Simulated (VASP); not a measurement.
Write the native input for VASP 6.6.1 that does the following.

| Property | Result |
| --- | --- |
| Task | single point |
| Functional | r2SCAN |
| Potentials or basis | VASP PAW PBE potentials, release 64 (Zn, S) |
| Cutoff | 520 eV |
| k mesh | 8 × 8 × 8 |
| Occupations | gaussian, width 0.05 eV |
| Spin | no spin polarisation |
| Dipole correction | no |
| Further INCAR settings | ALGO = Normal; EDIFF = 1e-07; NBANDS = 16 |

ZnS:

```
CELL_PARAMETERS angstrom
0.00000 2.93819 2.29179
2.93819 0.00000 2.29179
2.93819 2.93819 0.00000
ATOMIC_POSITIONS crystal
Zn 0.00000 0.00000 0.00000
S 0.75000 0.75000 0.75000
```

This cell differs from its parent crystal: ratio of the length along z to the lengths across it x 0.78, volume and fractional coordinates fixed.

One way to write it, as run:

POSCAR

```
ZnS
1.0
    0.0000000000      2.9381877126      2.2917864159
    2.9381877126      0.0000000000      2.2917864159
    2.9381877126      2.9381877126      0.0000000000
Zn S
1 1
Direct
    0.0000000000      0.0000000000      0.0000000000
    0.7500000000      0.7500000000      0.7500000000
```

INCAR.step1

```
PREC = Accurate ; ENCUT = 520
ISMEAR = 0 ; SIGMA = 0.05
LREAL = False ; LASPH = True
NELM = 60 ; NBANDS = 16
GGA = PE ; ALGO = Normal
EDIFF = 1E-4 ; LWAVE = True
LCHARG = False
```

INCAR.step2

```
PREC = Accurate ; ENCUT = 520
EDIFF = 1E-7 ; ISMEAR = 0
SIGMA = 0.05 ; LREAL = False
LASPH = True ; NELM = 60
ALGO = Normal ; ISIF = 2
LWAVE = False ; LCHARG = False
METAGGA = R2SCAN ; LMIXTAU = True
NBANDS = 16 ; ISTART = 1
```

KPOINTS

```
regular mesh
0
Gamma
  8 8 8
```

Potentials or basis: VASP PAW PBE potentials, release 64 (Zn, S).

Command:

```console
$ cat potpaw_PBE.64/Zn/POTCAR potpaw_PBE.64/S/POTCAR > POTCAR
$ cp INCAR.step1 INCAR
$ mpirun -np 1 vasp_std > vasp.out
$ cp INCAR.step2 INCAR
$ mpirun -np 1 vasp_std > vasp.out
```

Results of the run:

The pressure is -2.4 GPa and the band gap on the k mesh is 2.17 eV, direct.

Caveat: the PAW data sets were made with another functional, which shifts forces and pressure a little.

It took 74 s on 1 thread of Intel(R) Xeon(R) 6975P-C (Granite Rapids), on a shared host, peak memory 0.19 GiB.
